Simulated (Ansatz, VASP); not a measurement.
# Sb: VASP beside Ansatz

The input INCAR:

```
SYSTEM = Sb
ALGO     = Normal         ! electronic algorithm
EDIFF    = 1E-6           ! SCF threshold, eV
EDIFFG   = -0.01          ! ionic threshold
ENCUT    = 600            ! plane-wave cutoff, eV
GGA      = PS             ! functional
IBRION   = 2              ! ionic algorithm
ISIF     = 3              ! what is computed and relaxed
ISMEAR   = -1             ! smearing method
LASPH    = .TRUE.         ! aspherical terms in the spheres
LCHARG   = .FALSE.        ! write CHGCAR
LREAL    = .FALSE.        ! projectors in reciprocal space
LWAVE    = .FALSE.        ! write WAVECAR
NELM     = 60             ! most SCF steps
NSW      = 80             ! ionic steps
PREC     = Accurate       ! precision mode
SIGMA    = 0.1            ! smearing width, eV
```

The input KPOINTS:

```
k-points
0
G
  4 4 4
  0 0 0
```

File POSCAR:

```
Sb
1.0
    6.0135035706      0.0000000000      0.0000000000
    0.0000000000      6.0135035706      0.0000000000
    0.0000000000      0.0000000000      6.0135035706
Sb
8
Direct
    0.0000000000      0.0000000000      0.0000000000
    0.5000000000      0.5000000000      0.5000000000
    0.2500000000      0.0000000000      0.5000000000
    0.7500000000      0.0000000000      0.5000000000
    0.5000000000      0.2500000000      0.0000000000
    0.5000000000      0.7500000000      0.0000000000
    0.0000000000      0.5000000000      0.2500000000
    0.0000000000      0.5000000000      0.7500000000
```

Input for Ansatz:

```yaml
crystal:
  lattice:
    - [6.0135035706, 0.0, 0.0]
    - [0.0, 6.0135035706, 0.0]
    - [0.0, 0.0, 6.0135035706]
  atoms:
    - { symbol: Sb, position: [0.0, 0.0, 0.0] }
    - { symbol: Sb, position: [0.5, 0.5, 0.5] }
    - { symbol: Sb, position: [0.25, 0.0, 0.5] }
    - { symbol: Sb, position: [0.75, 0.0, 0.5] }
    - { symbol: Sb, position: [0.5, 0.25, 0.0] }
    - { symbol: Sb, position: [0.5, 0.75, 0.0] }
    - { symbol: Sb, position: [0.0, 0.5, 0.25] }
    - { symbol: Sb, position: [0.0, 0.5, 0.75] }
hamiltonian:
  xc: pbesol
  pseudopotentials:
    kind: paw
    azcp:
      Sb: "pseudopotentials/Sb.paw.azcp"
basis:
  ecutwfc: 420
  fft_grid_basis: typed
kpoints:
  mp_grid: { grid: [4, 4, 4], shift: [0, 0, 0] }
magnetization:
  spin_polarized: false
scf:
  occupations: { method: fermi_dirac, width: 0.1 }
relax:
  max_steps: 60
  f_tol: 0.01
  cell: {}
output:
  write_density: true
  write_potential: true
  elf: true
  volumetric_format: npy
```

Alike in both runs: task relaxation of cell and atoms; functional PBEsol; k mesh 4 × 4 × 4; occupations fermi-dirac, width 0.1 eV; no spin polarisation.

|  | VASP | Ansatz |
| --- | --- | --- |
| version | VASP 6.6.1 | Ansatz 0.2.0 |
| potentials or method | VASP PAW PBE potentials, release 64 (Sb), cutoff 600 eV | plane waves (420 eV) with PAW, scalar-relativistic |
| valence electrons in the cell | 40 | 120 |

```tsv
	VASP	Ansatz	Ansatz less VASP
relaxed volume (Å³/atom)	26.67	26.68	+0.008
relaxed cell length with the largest relative difference (Å)	5.976	5.976	+0.0006
```

VASP's potentials were made for PBE, not for PBEsol, and Ansatz warns of the same on its side. VASP's potentials hold 40 valence electrons a cell and Ansatz's 120, so a difference there can come from the potentials and not from the codes.

Neither program's run includes spin-orbit coupling.
